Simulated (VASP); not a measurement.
Runs of VASP 6.6.1 on MnS. It takes space group Pm-3m (No. 221, cubic). Conventional cell: a = 3.099 Å, b = 3.099 Å, c = 3.099 Å, α = 90.00°, β = 90.00°, γ = 90.00°. Within 3.5 Å of Mn (site symmetry m-3m) lie 8 S at 2.68 Å and 6 Mn at 3.10 Å. S (site symmetry m-3m) has 8 Mn at 2.68 Å and 6 S at 3.10 Å within 3.5 Å. 

```tsv
smearing	gap on the mesh (eV)	pressure (GPa)	moment (μB)
methfessel-paxton 0.5 eV	none	(a)	4.78
methfessel-paxton 0.1 eV	none	8.5	4.78
methfessel-paxton 0.2 eV	none	8.6	4.78
methfessel-paxton 0.3 eV	none	8.6	4.78
```

Alike in all rows: task single point; level LDA+U; potentials or basis VASP PAW LDA potentials, release 64 (Mn_pv, S); spin collinear, ferromagnetic start; Mn d U = 4.5 eV; cell as given; k mesh 6 × 6 × 6, shifted; cutoff (eV) 520.

Question: Fill in the values left out.

Answer: (a) 8.7.

Caveats: the cell stands under pressure; a cell with one magnetic atom can't hold antiferromagnetic order, which such compounds often take; so wide a smearing shifts energies and pressures (at least some runs).

A gap of «none» marks levels without a gap at the run's occupations.
